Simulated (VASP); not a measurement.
# GaN (P6_3mc) in VASP: notebook

Runs on GaN. Level: PBE. Tasks: single point, relaxation of the atoms.

All numbers are computed with VASP 6.6.1; they aren't measurements. Logs are shortened: lines on timing, memory, paths and dates and some standing lists are left out, and cuts for length are marked.

### Step 1. The cell of the first run

Symmetry: P6_3mc, No. 186, hexagonal system. The conventional cell has a = 3.189 Å, b = 3.189 Å, c = 5.154 Å, α = 90.00°, β = 90.00°, γ = 120.00°. Within 2.6 Å of Ga (site symmetry 3m) lie 4 N at 1.95 Å. N (site symmetry 3m) has 4 Ga at 1.95 Å within 2.6 Å.

### Step 2. Single point, PBE

INCAR reads:

```
  PREC = Accurate
  ENCUT = 520
  EDIFF = 1E-6
  ISMEAR = 0
  SIGMA = 0.05
  LREAL = False
  LASPH = True
  NELM = 100
  ALGO = Normal
  ISIF = 2
  LWAVE = False
  LCHARG = False
  GGA = PE
  NBANDS = 26
```

KPOINTS reads:

```
Automatic mesh
0
Gamma
  8 8 5
```

POSCAR reads:

```
GaN
1.0
    3.1889999985      0.0000000000      0.0000000000
   -1.5944999992      2.7617550113      0.0000000000
    0.0000000000      0.0000000000      5.1538900000
Ga N
2 2
Direct
    0.3333333333      0.6666666667     -0.0005140369
    0.6666666667      0.3333333333      0.4994859631
    0.3333333333      0.6666666667      0.3775140369
    0.6666666667      0.3333333333      0.8775140369
```

Potentials or basis: VASP PAW PBE potentials, release 64 (Ga_d, N).

Started as:

```sh
$ cat potpaw_PBE.64/Ga_d/POTCAR potpaw_PBE.64/N/POTCAR > POTCAR
$ mpirun -np 1 vasp_std > vasp.out
```

OUTCAR:

```text
PREC = Accurate
   ENCUT = 520
   EDIFF = 1E-6
   ISMEAR = 0
   LREAL = False
   LASPH = True
   NELM = 100
   ISIF = 2
   GGA = PE

 ion  position               nearest neighbor table
   1  0.333  0.667  0.999-   4 1.95   4 1.95   4 1.95   3 1.95
   2  0.667  0.333  0.499-   3 1.95   3 1.95   3 1.95   4 1.95
   3  0.333  0.667  0.378-   2 1.95   2 1.95   2 1.95   1 1.95
   4  0.667  0.333  0.878-   1 1.95   1 1.95   1 1.95   2 1.95

  LATTYP: Found a hexagonal cell.
 ALAT       =     3.1889999985
 C/A-ratio  =     1.6161461281

  Lattice vectors:

 A1 = (   3.1889999985,   0.0000000000,   0.0000000000)
 A2 = (  -1.5944999992,   2.7617550113,   0.0000000000)
 A3 = (   0.0000000000,   0.0000000000,   5.1538900000)

Analysis of symmetry for initial positions (statically):
=====================================================================
 Subroutine PRICEL returns:
 Original cell was already a primitive cell.

 Routine SETGRP: Setting up the symmetry group for a
 hexagonal supercell.

 Subroutine GETGRP returns: Found 12 space group operations
 (whereof  6 operations were pure point group operations)
 out of a pool of 24 trial point group operations.

The static configuration has the point symmetry C_3v.
 The point group associated with its full space group is C_6v.

Analysis of symmetry for dynamics (positions and initial velocities):
=====================================================================
 Subroutine PRICEL returns:
 Original cell was already a primitive cell.

 Routine SETGRP: Setting up the symmetry group for a
 hexagonal supercell.

 Subroutine GETGRP returns: Found 12 space group operations
 (whereof  6 operations were pure point group operations)
 out of a pool of 24 trial point group operations.

The dynamic configuration has the point symmetry C_3v.
 The point group associated with its full space group is C_6v.

 Subroutine INISYM returns: Found 12 space group operations
 (whereof  6 operations are pure point group operations),
 and found     1 'primitive' translations

----------------------------------------------------------------------------------------

                                     Primitive cell

  volume of cell :      45.3915

  direct lattice vectors                    reciprocal lattice vectors
     3.188999998  0.000000000  0.000000000     0.313577924  0.181044299  0.000000000
    -1.594499999  2.761755011  0.000000000     0.000000000  0.362088598  0.000000000
     0.000000000  0.000000000  5.153890000     0.000000000  0.000000000  0.194028200

  length of vectors
     3.188999998  3.188999998  5.153890000     0.362088598  0.362088598  0.194028200

  position of ions in fractional coordinates (direct lattice)
     0.333333333  0.666666667  0.999485963
     0.666666667  0.333333333  0.499485963
     0.333333333  0.666666667  0.377514037
     0.666666667  0.333333333  0.877514037

  ion indices of the primitive-cell ions
   primitive index   ion index
                 1           1
                 2           2
                 3           3
                 4           4

----------------------------------------------------------------------------------------

 KPOINTS: Automatic mesh

Automatic generation of k-mesh.
 Grid dimensions read from file:
 generate k-points for:    8    8    5

 Generating k-lattice:

  Cartesian coordinates                     Fractional coordinates (reciprocal lattice)
     0.039197241  0.022630537  0.000000000     0.125000000  0.000000000  0.000000000
     0.000000000  0.045261075  0.000000000     0.000000000  0.125000000  0.000000000
     0.000000000  0.000000000  0.038805640     0.000000000  0.000000000  0.200000000

  Length of vectors
     0.045261075  0.045261075  0.038805640

  Shift w.r.t. Gamma in fractional coordinates (k-lattice)
     0.000000000  0.000000000  0.000000000

 Subroutine IBZKPT returns following result:
 ===========================================

 Found     30 irreducible k-points:

 Following reciprocal coordinates:
            Coordinates               Weight
  0.000000  0.000000  0.000000      1.000000
  0.125000  0.000000  0.000000      6.000000
  0.250000  0.000000  0.000000      6.000000
  0.375000  0.000000  0.000000      6.000000
  0.500000  0.000000  0.000000      3.000000
  0.125000  0.125000  0.000000      6.000000
[... 16 lines left out ...]
  0.250000  0.000000  0.400000     12.000000
  0.375000  0.000000  0.400000     12.000000
 [... further k-points ...]
   k-points           NKPTS =     30   k-points in BZ     NKDIM =     30   number of bands    NBANDS=     26
   number of dos      NEDOS =    301   number of ions     NIONS =      4
   total plane-waves  NPLWV =  23040
   dimension x,y,z NGX =    24 NGY =   24 NGZ =   40
   dimension x,y,z NGXF=    48 NGYF=   48 NGZF=   80
   ions per type =               2   2
   NGX,Y,Z   is equivalent  to a cutoff of  12.51, 12.51, 12.90 a.u.
   NGXF,Y,Z  is equivalent  to a cutoff of  25.02, 25.02, 25.81 a.u.
 SYSTEM =  unknown system
   PREC   = accura    normal or accurate (medium, high low for compatibility)
   ISTART =      0    job   : 0-new  1-cont  2-samecut
   ICHARG =      2    charge: 1-file 2-atom 10-const
   ISPIN  =      1    spin polarized calculation?
   LNONCOLLINEAR =      F non collinear calculations
   LSORBIT =      F    spin-orbit coupling
   LASPH  =      T    aspherical Exc in radial PAW
   ENCUT  =  520.0 eV  38.22 Ry    6.18 a.u.   5.93  5.93  9.58*2*pi/ulx,y,z
   NELM   =    100;   NELMIN=  2; NELMDL= -5     # of ELM steps
   EDIFF  = 0.1E-05   stopping-criterion for ELM
   LREAL  =      F    real-space projection
   EDIFFG = 0.1E-04   stopping-criterion for IOM
   NSW    =      0    number of steps for IOM
   IBRION =     -1    ionic relax: 0-MD 1-quasi-New 2-CG
   NFREE  =      0    steps in history (QN), initial steepest desc. (CG)
   ISIF   =      2    stress and relaxation
   ISYM   =      2    0-nonsym 1-usesym 2-fastsym
   POTIM  = 0.5000    time-step for ionic-motion
   TEBEG  =    0.0;   TEEND  =   0.0 temperature during run
   PSTRESS=    0.0 pullay stress
   NELECT =      36.0000    total number of electrons
   NUPDOWN=      -1.0000    fix difference up-down
   EMIN   =  10.00;   EMAX   =-10.00  energy-range for DOS
   EFERMI =   0.00;   METHOD = LEGACY
   ISMEAR =     0;   SIGMA  =   0.05  broadening in eV -4-tet -1-fermi 0-gaus
   EFERMI_NEDOS =   21; number of points for ismear=-14 and -15
   IALGO  =     38    algorithm
   IMIX   =      4    mixing-type and parameters
     AMIX     =   0.40;   BMIX     =  1.00
     AMIX_MAG =   1.60;   BMIX_MAG =  1.00
  volume/ion in A,a.u.               =      11.35        76.58
  Fermi-wavevector in a.u.,A,eV,Ry     =   1.515365  2.863626 31.243501  2.296333
  Thomas-Fermi vector in A             =   2.624899
   LORBIT       =      0    0 simple, 1 ext, 2 COOP (PROOUT), +10 PAW based schemes
   GGA     = PE    functional components
   LHFCALC =     F    Hartree Fock is set to
   AEXX    =    0.0000 exact exchange contribution
   IVDW    =     0    specifies the selected vdW correction
   LEPSILON=     F    determine dielectric tensor
   LRPA    =     F    only Hartree local field effects (RPA)
 non-spin polarized calculation
 Gauss-broadening in eV      SIGMA  =   0.05
  energy-cutoff  :      520.00
  volume of cell :       45.39
 maximum number of plane-waves:      1237
 NGX is ok and might be reduce to    24
   NGX = 11   NGY = 11   NGZ = 19

 number of electron      35.9999997 magnetization

 Free energy of the ion-electron system (eV)
  ---------------------------------------------------
  ext. energy  EPLUGINS =         0.00000000
  ---------------------------------------------------
  free energy    TOTEN  =       -24.29116017 eV

  energy without entropy =      -24.29116017  energy(sigma->0) =      -24.29116017

 E-fermi :   5.6006     XC(G=0): -11.7036

 val. band max:        5.3809942422   @ k =   0.0000   0.0000   0.0000
 cond. band min:       7.3567461799   @ k =   0.0000   0.0000   0.0000
 fundamental gap:      1.9757519376
 Fermi energy:         5.6005975249

 k-point     1 :       0.0000    0.0000    0.0000
  band No.  band energies     occupation
      1     -10.6455      2.00000
      2      -9.6999      2.00000
      3      -8.0502      2.00000
      4      -8.0371      2.00000
      5      -8.0371      2.00000
      6      -7.9736      2.00000
[... 18 lines left out ...]
     25      17.0973      0.00000
     26      17.0973      0.00000

 k-point     2 :       0.1250    0.0000    0.0000
  band No.  band energies     occupation
      1     -10.4946      2.00000
      2      -9.6619      2.00000
      3      -8.0343      2.00000
      4      -8.0157      2.00000
      5      -7.9883      2.00000
      6      -7.9540      2.00000
[... 18 lines left out ...]
     25      16.7347      0.00000
     26      17.4274      0.00000

 k-point     3 :       0.2500    0.0000    0.0000
  band No.  band energies     occupation
      1     -10.1376      2.00000
      2      -9.5888      2.00000
      3      -7.9954      2.00000
      4      -7.9779      2.00000
      5      -7.9113      2.00000
      6      -7.8704      2.00000
[... 18 lines left out ...]
     25      16.8344      0.00000
     26      18.1100      0.00000

 k-point     4 :       0.3750    0.0000    0.0000
  band No.  band energies     occupation
      1      -9.8238      2.00000
      2      -9.5420      2.00000
      3      -7.9825      2.00000
      4      -7.9636      2.00000
      5      -7.8740      2.00000
      6      -7.8160      2.00000
[... 18 lines left out ...]
     25      17.2810      0.00000
     26      18.7794      0.00000
[... 496 lines left out ...]
      1     -10.1154      2.00000
      2      -9.8459      2.00000
      3      -8.0104      2.00000
      4      -7.9992      2.00000
      5      -7.9895      2.00000
      6      -7.9766      2.00000
[... 18 lines left out ...]
     25      15.9509      0.00000
     26      16.4643      0.00000

 k-point    23 :       0.2500    0.0000    0.4000
  band No.  band energies     occupation
      1      -9.8624      2.00000
      2      -9.6900      2.00000
      3      -7.9851      2.00000
      4      -7.9581      2.00000
      5      -7.9432      2.00000
      6      -7.9098      2.00000
[... 18 lines left out ...]
     25      16.7169      0.00000
     26      17.3141      0.00000

 k-point    24 :       0.3750    0.0000    0.4000
  band No.  band energies     occupation
      1      -9.6648      2.00000
      2      -9.5781      2.00000
      3      -7.9926      2.00000
      4      -7.9578      2.00000
      5      -7.9036      2.00000
      6      -7.8516      2.00000
[... 18 lines left out ...]
     25      17.0730      0.00000
     26      18.0034      0.00000

 [... further k-points ...]

------------------------ aborting loop because EDIFF is reached ----------------------------------------

  FORCE on cell =-STRESS in cart. coord.  units (eV):
  Direction    XX          YY          ZZ          XY          YZ          ZX
  --------------------------------------------------------------------------------------
  -------------------------------------------------------------------------------------
  Total        1.6745490      1.6745490      2.3338664      0.0000000      0.0000000      0.0000000
  in kB       59.1062814     59.1062814     82.3780963      0.0000000      0.0000000      0.0000000
  external PRESSURE =      66.8635531 kB  Pullay stress =       0.0000000 kB

 VOLUME and BASIS-vectors are now :
 -----------------------------------------------------------------------------
  energy-cutoff  :      520.00
  volume of cell :       45.39
      direct lattice vectors                 reciprocal lattice vectors
     3.188999998  0.000000000  0.000000000     0.313577924  0.181044299  0.000000000
    -1.594499999  2.761755011  0.000000000     0.000000000  0.362088598  0.000000000
     0.000000000  0.000000000  5.153890000     0.000000000  0.000000000  0.194028200

 POSITION                                       TOTAL-FORCE (eV/Angst)
 -----------------------------------------------------------------------------------
     -0.00000      1.84117      5.15124        -0.000000      0.000000     -0.000224
      1.59450      0.92059      2.57430        -0.000000     -0.000000     -0.000224
     -0.00000      1.84117      1.94567         0.000000     -0.000000      0.000224
      1.59450      0.92059      4.52261        -0.000000      0.000000      0.000224
 -----------------------------------------------------------------------------------
    total drift:                               -0.000001     -0.000001      0.000083

  FREE ENERGIE OF THE ION-ELECTRON SYSTEM (eV)
  ---------------------------------------------------
  free  energy   TOTEN  =       -24.2911601731 eV

  energy  without entropy=      -24.2911601731  energy(sigma->0) =      -24.29116017
```

It took 30 s on 1 thread of Intel Xeon Platinum 8375C at 2.90GHz (Ice Lake), shared host; peak memory 0.17 GiB.

Results:

```
Free energy            : -24.2912 eV
Pressure               : 6.7 GPa
Band gap on the k mesh : 1.98 eV, direct
```

Stress tensor (GPa, compression positive):
```
5.91 0.00 0.00
0.00 5.91 0.00
0.00 0.00 8.24
```

(Part 1 of 2 ends here.)
